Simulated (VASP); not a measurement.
The system is NaI.

```xyz
2
Lattice="0.0000 3.5432 3.5432 3.5432 0.0000 3.5432 3.5432 3.5432 0.0000" Properties=species:S:1:pos:R:3 pbc="T T T"
Na    0.0000    0.0000    0.0000
I     1.7716    1.7716    1.7716
```

Base run:

| Property | Result |
| --- | --- |
| Program | VASP 6.6.1 |
| Functional | r2SCAN |
| Potentials or basis | VASP PAW PBE potentials, release 64 (Na_pv, I) |
| Cutoff | 520 eV |
| k mesh | 6 × 6 × 6 |
| Occupations | gaussian, width 0.01 eV |
| Spin | no spin polarisation |

Its results: band gap on the k mesh 4.42 eV, direct; pressure -0.1 GPa.

Task: The run is repeated on the same cell with these changes: functional from r2SCAN to PBE; further incar settings from ALGO = Normal; EDIFF = 1e-07; NBANDS = 14 to ALGO = Normal; EDIFF = 1e-06; NBANDS = 14. What comes out?

Result: Band gap on the k mesh 3.82 eV, direct; pressure 0.4 GPa.

Caveats: spin-orbit coupling is left out, which moves the levels of the heavy elements; the PAW data sets were made with another functional, which shifts forces and pressure a little (some runs).

